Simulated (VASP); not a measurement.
## Co: single point with r2SCAN

Crystal: Co.

```xyz
2
Lattice="2.4919 0.0000 0.0000 -1.2460 2.1581 0.0000 0.0000 0.0000 4.0492" Properties=species:S:1:pos:R:3 pbc="T T T"
Co    0.0000    1.4387    1.0123
Co    1.2460    0.7194    3.0369
```

```yaml
Program: VASP 6.6.1
Task: single point
Functional: r2SCAN
Potentials_or_basis: VASP PAW PBE potentials, release 64 (Co)
Cutoff: 520 eV
k_mesh: 20 × 20 × 12
Occupations: gaussian, width 0.05 eV
Spin: collinear spin, ferromagnetic start
Starting_moments: "[1.5, 1.5] μB"
```

- Pressure: -5.3 GPa
- Net moment: 3.52 μB per cell
- Site moments: Co +1.83 μB
- Valence electrons inside the program's atomic spheres: Co 8.29

Levels at points of the mesh, in eV from the Fermi level:
Spin up:
| k point | band 7 | band 8 | band 9 | band 10 | band 11 | band 12 | band 13 | band 14 | band 15 | band 16 |
| --- | --- | --- | --- | --- | --- | --- | --- | --- | --- | --- |
| (0.00, 0.00, 0.00) | -3.06 | -2.73 | -2.73 | -1.67 | -1.67 | -0.28 | 6.06 | 22.71 | 25.27 | 25.27 |
| (0.50, 0.00, 0.00) | -2.93 | -1.50 | -1.46 | -1.36 | 0.87 | 3.02 | 9.71 | 10.46 | 12.67 | 14.09 |
| (0.00, 0.00, 0.50) | -3.43 | -3.43 | -1.97 | -1.97 | -1.97 | -1.97 | 15.10 | 15.10 | 23.49 | 23.49 |
| (0.50, 0.00, 0.50) | -1.79 | -1.79 | -1.41 | -1.41 | 1.42 | 1.42 | 7.09 | 7.09 | 18.83 | 18.83 |
Spin down:
| k point | band 3 | band 4 | band 5 | band 6 | band 7 | band 8 | band 9 | band 10 | band 11 | band 12 |
| --- | --- | --- | --- | --- | --- | --- | --- | --- | --- | --- |
| (0.00, 0.00, 0.00) | -0.96 | -0.86 | -0.86 | -0.83 | -0.48 | -0.48 | 0.02 | 0.02 | 1.27 | 1.28 |
| (0.50, 0.00, 0.00) | -3.41 | -2.31 | -1.05 | -0.98 | -0.60 | 1.39 | 1.54 | 1.56 | 2.59 | 4.33 |
| (0.00, 0.00, 0.50) | -1.63 | -1.63 | -0.92 | -0.92 | -0.92 | -0.92 | 0.92 | 0.92 | 0.92 | 0.92 |
| (0.50, 0.00, 0.50) | -2.50 | -2.50 | 0.02 | 0.02 | 0.11 | 0.11 | 1.49 | 1.49 | 2.15 | 2.15 |

Run time: 11 min on 1 thread of Intel(R) Xeon(R) Platinum 8559C (Emerald Rapids), on a shared host, peak memory 0.29 GiB.

Caveat: the cell stands under tension; the PAW data sets were made with another functional, which shifts forces and pressure a little.
